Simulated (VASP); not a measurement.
Ge, 1 atom in the cell. The structure is orthorhombic, space group Cmmm (No. 65). The conventional cell has a = 2.655 Å, b = 4.941 Å, c = 2.698 Å, α = 90.00°, β = 90.00°, γ = 90.00°. Ge (site symmetry mmm) has 8 Ge at 2.65 to 2.80 Å within 3.5 Å.  This cell differs from its parent crystal: strain -0.050 along x and y, +0.000 along z.

* Program: VASP 6.6.1
* Task: single point
* Functional: PBE
* Potentials or basis: VASP PAW PBE potentials, release 64 (Ge_d)
* Cutoff: 520 eV
* k mesh: 20 × 20 × 18
* Occupations: gaussian, width 0.15 eV
* Spin: no spin polarisation
* Dipole correction: no
* Further INCAR settings: ALGO = Normal; EDIFF = 1e-06; NBANDS = 13

Potentials or basis: VASP PAW PBE potentials, release 64 (Ge_d).

Launch:

```bash
$ cat potpaw_PBE.64/Ge_d/POTCAR > POTCAR
$ mpirun -np 1 vasp_std > vasp.out
```

Hardware: 1 thread of AMD EPYC 7R13, on a shared host.

Problem. How long does it take, and how much memory?

Solution. Wall time 3 min on 1 thread of AMD EPYC 7R13 (shared host), peak memory 0.3 GiB. Counts: scf iterations 10, k points 1110.
